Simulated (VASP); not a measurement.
Al3BN2:

```
CELL_PARAMETERS angstrom
2.16736 1.25133 5.37068
-2.16736 1.25133 5.37068
0.00000 -2.50265 5.37068
ATOMIC_POSITIONS crystal
Al 0.35828 0.35828 0.35828
Al 0.64172 0.64172 0.64172
Al 0.50000 0.50000 0.50000
B 0.00000 0.00000 0.00000
N 0.73065 0.73065 0.73065
N 0.26935 0.26935 0.26935
```

The cell was generated, and may not be a known phase.

| Property | Result |
| --- | --- |
| Program | VASP 6.6.1 |
| Task | relaxation of cell and atoms |
| Functional | PBE |
| Potentials or basis | VASP PAW PBE potentials, release 64 (Al, B, N) |
| Cutoff | 600 eV |
| k mesh | 3 × 3 × 3 |
| Occupations | gaussian, width 0.15 eV |
| Spin | no spin polarisation |

At the start: pressure 37.1 GPa; volume 14.57 Å³/atom.

**Question.** Where does the relaxation end?

**Answer.** Over 15 steps the energy falls by 2742.3 meV/atom and the volume is 9.32 Å³/atom (-36.0 %); space group R-3m (No. 166, to 0.1 Å) before and after.

The path:
| step | energy change (eV) | largest force (eV/Å) | pressure (GPa) | volume (Å³) |
| --- | --- | --- | --- | --- |
| 1 | 0.0000 | 20.3568 | 37.07 | 87.39 |
| 2 | -0.2219 | 5.1291 | -14.07 | 127.11 |
| 3 | -0.4285 | 5.0010 | -14.24 | 125.74 |
| 4 | -0.5994 | 4.8922 | -14.36 | 124.53 |
| 5 | -1.4379 | 4.3766 | -13.61 | 113.20 |
| 6 | -9.7286 | 0.2249 | -32.92 | 91.60 |
| 7 | -12.6750 | 1.3504 | -38.02 | 78.86 |
| 8 | -14.4232 | 3.9238 | 28.92 | 49.41 |
| 9 | -15.5923 | 2.7242 | -11.87 | 58.49 |
| 10 | -16.3031 | 0.1232 | 10.76 | 53.79 |
| 11 | -16.4322 | 0.4795 | 2.64 | 55.15 |
| 12 | -16.4325 | 0.5083 | 2.26 | 55.22 |
| 13 | -16.4500 | 0.2026 | -0.07 | 55.86 |
| 14 | -16.4516 | 0.1256 | -1.11 | 56.16 |
| 15 | -16.4539 | 0.0299 | -0.01 | 55.92 |

Final structure:
```yaml
crystal:
  lattice:
    - [1.42978, 0.82548, 7.89628]
    - [-1.42978, 0.82548, 7.89628]
    - [0.00000, -1.65096, 7.89628]
  atoms:
    - { symbol: Al, position: [0.39619, 0.39619, 0.39619] }
    - { symbol: Al, position: [0.60381, 0.60381, 0.60381] }
    - { symbol: Al, position: [0.50000, 0.50000, 0.50000] }
    - { symbol: B, position: [0.00000, 0.00000, 0.00000] }
    - { symbol: N, position: [0.78286, 0.78286, 0.78286] }
    - { symbol: N, position: [0.21714, 0.21714, 0.21714] }
```

Caveat: the k points lie up to 0.85 Å⁻¹ apart in the final cell, too coarse for converged energies and pressures of a metal; the volume moved by over 15 % at a fixed basis, so the end points are rough.
